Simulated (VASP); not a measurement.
## GaB: single point with PBE

Crystal: GaB.

```xyz
2
Lattice="2.7046 0.0000 0.0000 0.0000 2.7046 0.0000 0.0000 0.0000 3.2071" Properties=species:S:1:pos:R:3 pbc="T T T"
Ga    1.3523    1.3523    1.6035
B     0.0000    0.0000    0.0000
```

* Program: VASP 6.6.1
* Task: single point
* Functional: PBE
* Potentials or basis: VASP PAW PBE potentials, release 64 (Ga_d, B)
* Cutoff: 520 eV
* k mesh: 10 × 10 × 8
* Occupations: fermi-dirac, width 0.05 eV
* Spin: no spin polarisation

```yaml
Pressure: 2.2 GPa
Band_gap_on_the_k_mesh: zero (band 8 reaches 11.46 eV, above the bottom of band 9 at 2.88 eV)
```

Levels at points of the mesh, in eV from the Fermi level:
```
           k point  band 5  band 6  band 7  band 8  band 9  band 10  band 11  band 12
(0.00, 0.00, 0.00)  -14.79  -13.49   -1.65    2.10    2.69     2.69     9.23     9.60
(0.50, 0.00, 0.00)  -14.82   -8.73   -8.34    1.96    5.11     5.71     5.72     5.73
(0.50, 0.50, 0.00)  -14.64   -4.57   -4.57   -3.54   -1.94     3.34     7.85     7.85
(0.00, 0.00, 0.50)  -14.79  -10.02   -9.94    4.38    4.38     8.17     9.73     9.73
(0.50, 0.00, 0.50)  -14.73   -5.55   -5.42   -5.05   -4.20     5.52    10.44    12.11
(0.50, 0.50, 0.50)  -14.63   -1.94   -1.35   -1.35   -0.44     0.13     0.13     1.47
```

It took 12 s on 1 thread of Intel(R) Xeon(R) 6975P-C (Granite Rapids) (shared host), peak memory 0.15 GiB.
